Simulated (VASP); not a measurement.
# Bi (I4/mmm) in VASP: a series of runs

Runs on Bi. Level: LDA. Tasks: single point.

Everything below comes from runs of VASP 6.6.1. Logs are shortened: lines on timing, memory, paths and dates and some standing lists are left out, and cuts for length are marked.

## 1. The cell of the first run

It takes space group I4/mmm (No. 139, tetragonal). The conventional cell has a = 8.466 Å, b = 8.466 Å, c = 2.905 Å, α = 90.00°, β = 90.00°, γ = 90.00°. Within 3.8 Å of Bi (site symmetry 4/mmm) lie 2 Bi at 2.90 Å.

## 2. Single point, LDA

The input, INCAR:

```
SYSTEM = Bi
  ALGO = Normal
  EDIFF = 1E-7
  ENCUT = 520
  ISIF = 2
  ISMEAR = 1
  LASPH = .TRUE.
  LCHARG = .TRUE.
  LELF = .TRUE.
  LREAL = .FALSE.
  LVHAR = .TRUE.
  LWAVE = .FALSE.
  NBANDS = 14
  NELM = 80
  PREC = Accurate
  SIGMA = 0.1
```

The input, KPOINTS:

```
k-points
0
G
  6 6 6
  0 0 0
```

The input, POSCAR:

```
Bi
1.0
   -4.2331752662      4.2331752662      1.4523495080
    4.2331752662     -4.2331752662      1.4523495080
    4.2331752662      4.2331752662     -1.4523495080
Bi
1
Direct
    0.0000000000      0.0000000000      0.0000000000
```

Potentials or basis: VASP PAW LDA potentials, release 64 (Bi_d).

Command:

```bash
> cat potpaw_LDA.64/Bi_d/POTCAR > POTCAR
> mpirun -np 1 vasp_std > vasp.out
```

OUTCAR:

```text
SYSTEM = Bi
   EDIFF = 1E-7
   ENCUT = 520
   ISIF = 2
   ISMEAR = 1
   LASPH = .TRUE.
   LREAL = .FALSE.
   NELM = 80
   PREC = Accurate

 ion  position               nearest neighbor table
   1  0.000  0.000  0.000-

  LATTYP: Found a body centered tetragonal cell.
 ALAT       =     8.4663505324
 C/A-ratio  =     0.3430874974

  Lattice vectors:

 A1 = (  -4.2331752662,   4.2331752662,   1.4523495080)
 A2 = (   4.2331752662,  -4.2331752662,   1.4523495080)
 A3 = (   4.2331752662,   4.2331752662,  -1.4523495080)

Analysis of symmetry for initial positions (statically):
=====================================================================
 Subroutine PRICEL returns:
 Original cell was already a primitive cell.

 Routine SETGRP: Setting up the symmetry group for a
 body centered tetragonal supercell.

 Subroutine GETGRP returns: Found 16 space group operations
 (whereof 16 operations were pure point group operations)
 out of a pool of 16 trial point group operations.

The static configuration has the point symmetry D_4h.

Analysis of symmetry for dynamics (positions and initial velocities):
=====================================================================
 Subroutine PRICEL returns:
 Original cell was already a primitive cell.

 Routine SETGRP: Setting up the symmetry group for a
 body centered tetragonal supercell.

 Subroutine GETGRP returns: Found 16 space group operations
 (whereof 16 operations were pure point group operations)
 out of a pool of 16 trial point group operations.

The dynamic configuration has the point symmetry D_4h.

 Subroutine INISYM returns: Found 16 space group operations
 (whereof 16 operations are pure point group operations),
 and found     1 'primitive' translations

----------------------------------------------------------------------------------------

                                     Primitive cell

  volume of cell :     104.1031

  direct lattice vectors                    reciprocal lattice vectors
    -4.233175266  4.233175266  1.452349508     0.000000000  0.118114646  0.344269749
     4.233175266 -4.233175266  1.452349508     0.118114646  0.000000000  0.344269749
     4.233175266  4.233175266 -1.452349508     0.118114646  0.118114646  0.000000000

  length of vectors
     6.160264991  6.160264991  6.160264991     0.363968034  0.363968034  0.167039335

  position of ions in fractional coordinates (direct lattice)
     0.000000000  0.000000000  0.000000000

  ion indices of the primitive-cell ions
   primitive index   ion index
                 1           1

----------------------------------------------------------------------------------------

 KPOINTS: k-points

Automatic generation of k-mesh.
 Grid dimensions read from file:
 generate k-points for:    6    6    6

 Generating k-lattice:

  Cartesian coordinates                     Fractional coordinates (reciprocal lattice)
     0.000000000  0.019685774  0.057378291     0.166666667  0.000000000 -0.000000000
     0.019685774  0.000000000  0.057378291     0.000000000  0.166666667 -0.000000000
     0.019685774  0.019685774  0.000000000     0.000000000  0.000000000  0.166666667

  Length of vectors
     0.060661339  0.060661339  0.027839889

  Shift w.r.t. Gamma in fractional coordinates (k-lattice)
     0.000000000  0.000000000  0.000000000

 Subroutine IBZKPT returns following result:
 ===========================================

 Found     30 irreducible k-points:

 Following reciprocal coordinates:
            Coordinates               Weight
  0.000000  0.000000  0.000000      1.000000
  0.166667 -0.000000  0.000000      8.000000
  0.333333 -0.000000  0.000000      8.000000
  0.500000 -0.000000  0.000000      4.000000
  0.166667  0.166667  0.000000      8.000000
  0.333333  0.166667  0.000000     16.000000
[... 16 lines left out ...]
 -0.333333 -0.333333  0.166667      8.000000
 -0.166667 -0.333333  0.166667      8.000000
 [... further k-points ...]
   k-points           NKPTS =     30   k-points in BZ     NKDIM =     30   number of bands    NBANDS=     14
   number of dos      NEDOS =    301   number of ions     NIONS =      1
   total plane-waves  NPLWV = 110592
   dimension x,y,z NGX =    48 NGY =   48 NGZ =   48
   dimension x,y,z NGXF=    96 NGYF=   96 NGZF=   96
   ions per type =               1
   NGX,Y,Z   is equivalent  to a cutoff of  12.95, 12.95, 12.95 a.u.
   NGXF,Y,Z  is equivalent  to a cutoff of  25.91, 25.91, 25.91 a.u.
 SYSTEM =  Bi
   PREC   = accura    normal or accurate (medium, high low for compatibility)
   ISTART =      0    job   : 0-new  1-cont  2-samecut
   ICHARG =      2    charge: 1-file 2-atom 10-const
   ISPIN  =      1    spin polarized calculation?
   LNONCOLLINEAR =      F non collinear calculations
   LSORBIT =      F    spin-orbit coupling
   LASPH  =      T    aspherical Exc in radial PAW
   ENCUT  =  520.0 eV  38.22 Ry    6.18 a.u.  11.45 11.45 11.45*2*pi/ulx,y,z
   NELM   =     80;   NELMIN=  2; NELMDL= -5     # of ELM steps
   EDIFF  = 0.1E-06   stopping-criterion for ELM
   LREAL  =      F    real-space projection
   EDIFFG = 0.1E-05   stopping-criterion for IOM
   NSW    =      0    number of steps for IOM
   IBRION =     -1    ionic relax: 0-MD 1-quasi-New 2-CG
   NFREE  =      0    steps in history (QN), initial steepest desc. (CG)
   ISIF   =      2    stress and relaxation
   ISYM   =      2    0-nonsym 1-usesym 2-fastsym
   POTIM  = 0.5000    time-step for ionic-motion
   TEBEG  =    0.0;   TEEND  =   0.0 temperature during run
   PSTRESS=    0.0 pullay stress
   NELECT =      15.0000    total number of electrons
   NUPDOWN=      -1.0000    fix difference up-down
   EMIN   =  10.00;   EMAX   =-10.00  energy-range for DOS
   EFERMI =   0.00;   METHOD = LEGACY
   ISMEAR =     1;   SIGMA  =   0.10  broadening in eV -4-tet -1-fermi 0-gaus
   EFERMI_NEDOS =   21; number of points for ismear=-14 and -15
   IALGO  =     38    algorithm
   IMIX   =      4    mixing-type and parameters
     AMIX     =   0.40;   BMIX     =  1.00
     AMIX_MAG =   1.60;   BMIX_MAG =  1.00
  volume/ion in A,a.u.               =     104.10       702.52
  Fermi-wavevector in a.u.,A,eV,Ry     =   0.858257  1.621871 10.022121  0.736605
  Thomas-Fermi vector in A             =   1.975434
   LORBIT       =      0    0 simple, 1 ext, 2 COOP (PROOUT), +10 PAW based schemes
   GGA     = CA    functional components
   LHFCALC =     F    Hartree Fock is set to
   AEXX    =    0.0000 exact exchange contribution
   IVDW    =     0    specifies the selected vdW correction
   LEPSILON=     F    determine dielectric tensor
   LRPA    =     F    only Hartree local field effects (RPA)
 non-spin polarized calculation
 Methfessel and Paxton  Order N= 1 SIGMA  =   0.10
  energy-cutoff  :      520.00
  volume of cell :      104.10
 maximum number of plane-waves:      2824
 NGX is ok and might be reduce to    48
   NGX = 23   NGY = 23   NGZ = 23

 number of electron      15.0000003 magnetization

 Free energy of the ion-electron system (eV)
  ---------------------------------------------------
  ext. energy  EPLUGINS =         0.00000000
  ---------------------------------------------------
  free energy    TOTEN  =        -3.14841010 eV

  energy without entropy =       -3.15165431  energy(sigma->0) =       -3.14949150

 E-fermi :  -1.7182     XC(G=0):  -5.1740

 val. band max:       -1.7845193749   @ k =  -0.1667  -0.1667   0.1667
 cond. band min:      -0.8135205914   @ k =   0.3333   0.3333   0.1667
 fundamental gap:      0.9709987835
 Fermi energy:        -1.7182070277

 k-point     1 :       0.0000    0.0000    0.0000
  band No.  band energies     occupation
      1     -23.8458      2.00000
      2     -23.5540      2.00000
      3     -23.5539      2.00000
      4     -23.2934      2.00000
      5     -23.2934      2.00000
      6     -12.6577      2.00000
      7      -2.4046      2.00000
      8      -2.4046      2.00000
      9       1.4806      0.00000
     10       3.3230      0.00000
     11       6.0875      0.00000
     12       6.6207      0.00000
     13       6.6207      0.00000
     14       7.3640      0.00000

 k-point     2 :       0.1667   -0.0000    0.0000
  band No.  band energies     occupation
      1     -23.6557      2.00000
      2     -23.5466      2.00000
      3     -23.5465      2.00000
      4     -23.3633      2.00000
      5     -23.3633      2.00000
      6     -12.1628      2.00000
      7      -1.8914      2.03437
      8      -1.8838      2.04103
      9       2.0641      0.00000
     10       3.3255      0.00000
     11       3.8861      0.00000
     12       5.9189      0.00000
     13       7.1899      0.00000
     14       7.2300      0.00000

 k-point     3 :       0.3333   -0.0000    0.0000
  band No.  band energies     occupation
      1     -23.5316      2.00000
      2     -23.5316      2.00000
      3     -23.5001      2.00000
      4     -23.5001      2.00000
      5     -23.2713      2.00000
      6     -10.6929      2.00000
      7      -1.7905      1.93514
      8      -0.5362     -0.00000
      9      -0.5183     -0.00000
     10       3.9135      0.00000
     11       5.4787      0.00000
     12       6.4314      0.00000
     13       7.1638      0.00000
     14       7.1983      0.00000

 k-point     4 :       0.5000   -0.0000    0.0000
  band No.  band energies     occupation
      1     -23.5670      2.00000
      2     -23.5670      2.00000
      3     -23.5241      2.00000
      4     -23.5241      2.00000
      5     -23.0774      2.00000
      6      -9.2562      2.00000
      7      -4.5335      2.00000
      8       0.5760      0.00000
      9       0.5875      0.00000
     10       4.7915      0.00000
     11       5.0324      0.00000
     12       6.8055      0.00000
     13       7.8059      0.00000
     14       8.1896      0.00000

 k-point     5 :       0.1667    0.1667    0.0000
  band No.  band energies     occupation
      1     -23.5316      2.00000
      2     -23.5316      2.00000
      3     -23.5001      2.00000
      4     -23.5001      2.00000
      5     -23.2713      2.00000
      6     -10.6950      2.00000
      7      -1.7875      1.91457
      8      -0.5386     -0.00000
      9      -0.4233     -0.00000
     10       3.6662      0.00000
     11       5.3420      0.00000
[... 276 lines left out ...]
 k-point    22 :      -0.1667    0.5000    0.1667
  band No.  band energies     occupation
      1     -23.5316      2.00000
      2     -23.5315      2.00000
      3     -23.5001      2.00000
      4     -23.5001      2.00000
      5     -23.2713      2.00000
      6     -10.6846      2.00000
      7      -1.8016      1.99649
      8      -0.6913     -0.00000
      9      -0.6762     -0.00000
     10       4.7489      0.00000
     11       5.6412      0.00000
     12       6.0724      0.00000
     13       7.4295      0.00000
     14       7.8181      0.00000

 k-point    23 :      -0.3333   -0.3333    0.1667
  band No.  band energies     occupation
      1     -23.5316      2.00000
      2     -23.5315      2.00000
      3     -23.5001      2.00000
      4     -23.5001      2.00000
      5     -23.2713      2.00000
      6     -10.6825      2.00000
      7      -1.8041      2.00734
      8      -0.7658     -0.00000
      9      -0.6686     -0.00000
     10       4.7276      0.00000
     11       5.7303      0.00000
     12       6.4257      0.00000
     13       7.4666      0.00000
     14       8.3639      0.00000

 k-point    24 :      -0.1667   -0.3333    0.1667
  band No.  band energies     occupation
      1     -23.5670      2.00000
      2     -23.5670      2.00000
      3     -23.5241      2.00000
      4     -23.5241      2.00000
      5     -23.0774      2.00000
      6      -9.2562      2.00000
      7      -4.5336      2.00000
      8       0.5826      0.00000
      9       0.5855      0.00000
     10       5.0043      0.00000
     11       5.0976      0.00000
     12       6.0834      0.00000
     13       7.1007      0.00000
     14       7.6920      0.00000

 [... further k-points ...]
[... 5 lines left out ...]
  --------------------------------------------------------------------------------------
  -------------------------------------------------------------------------------------
  Total       -0.0887350     -0.0887350      0.0561801      0.0000000      0.0000000      0.0000000
  in kB       -1.3656574     -1.3656574      0.8646284      0.0000000      0.0000000      0.0000000
  external PRESSURE =      -0.6222288 kB  Pullay stress =       0.0000000 kB

 VOLUME and BASIS-vectors are now :
 -----------------------------------------------------------------------------
  energy-cutoff  :      520.00
  volume of cell :      104.10
      direct lattice vectors                 reciprocal lattice vectors
    -4.233175266  4.233175266  1.452349508     0.000000000  0.118114646  0.344269749
     4.233175266 -4.233175266  1.452349508     0.118114646  0.000000000  0.344269749
     4.233175266  4.233175266 -1.452349508     0.118114646  0.118114646  0.000000000

 POSITION                                       TOTAL-FORCE (eV/Angst)
 -----------------------------------------------------------------------------------
      0.00000      0.00000      0.00000         0.000000      0.000000      0.000000
 -----------------------------------------------------------------------------------
    total drift:                               -0.000000      0.000000      0.000000

  FREE ENERGIE OF THE ION-ELECTRON SYSTEM (eV)
  ---------------------------------------------------
  free  energy   TOTEN  =        -3.1484101004 eV

  energy  without entropy=       -3.1516543096  energy(sigma->0) =       -3.14949150
```

Wall time 1.8 min (1 thread of Intel Xeon 8259CL, shared host); peak memory 0.25 GiB.

What came out:

| Quantity | Value |
| --- | --- |
| Free energy | -3.1484 eV |
| Pressure | -0.1 GPa |
| Band gap on the k mesh | zero (an odd number of electrons rules out a gap without spin polarisation) |

Stress tensor (GPa, compression positive):
```
-0.14  0.00  0.00
 0.00 -0.14  0.00
 0.00  0.00  0.09
```

Caveat: the k points lie up to 0.38 Å⁻¹ apart, too coarse for converged energies and pressures of a metal; spin-orbit coupling is left out, which moves the levels of the heavy elements.

## 3. Single point, LDA

The input, INCAR:

```
  ALGO = Normal
  EDIFF = 1E-7
  ENCUT = 520
  ISIF = 2
  ISMEAR = 1
  LASPH = True
  LCHARG = False
  LREAL = False
  LWAVE = False
  NBANDS = 14
  NELM = 80
  PREC = Accurate
  SIGMA = 0.1
```

The input, KPOINTS:

```
k-points
0
Gamma
  6 6 6
```

The input, POSCAR:

```
Bi
1.0
   -4.2317741203      4.2317741203      1.4533607249
    4.2317741203     -4.2317741203      1.4533607249
    4.2317741203      4.2317741203     -1.4533607249
Bi
1
Direct
    0.0000000000      0.0000000000      0.0000000000
```

Potentials or basis: VASP PAW LDA potentials, release 64 (Bi_d).

Command:

```bash
> cat potpaw_LDA.64/Bi_d/POTCAR > POTCAR
> mpirun -np 1 vasp_std > vasp.out
```

Run time: 1.9 min. Hardware: 1 thread of Intel Xeon 8259CL, shared host; peak memory 0.25 GiB.

The run converged. Its results:

```yaml
Free_energy: -3.1485 eV
Pressure: -0.1 GPa
Band_gap_on_the_k_mesh: zero (an odd number of electrons rules out a gap without spin polarisation)
```

Stress tensor (GPa, compression positive):
```
-0.14  0.00  0.00
 0.00 -0.14  0.00
 0.00  0.00 -0.01
```

Levels at points of the mesh, in eV from the Fermi level:
| k point | band 6 | band 7 | band 8 | band 9 | band 10 | band 11 |
| --- | --- | --- | --- | --- | --- | --- |
| (0.00, 0.00, 0.00) | -10.93 | -0.68 | -0.68 | 3.21 | 5.05 | 7.82 |
| (0.50, 0.00, 0.00) | -7.54 | -2.81 | 2.30 | 2.31 | 6.51 | 6.75 |
| (0.50, 0.50, 0.00) | -10.92 | -1.09 | -0.64 | 4.29 | 5.49 | 6.30 |
| (0.50, 0.50, 0.50) | -10.91 | -1.02 | -1.02 | 4.35 | 6.98 | 6.98 |

Caveat: the k points lie up to 0.38 Å⁻¹ apart, too coarse for converged energies and pressures of a metal; spin-orbit coupling is left out, which moves the levels of the heavy elements.
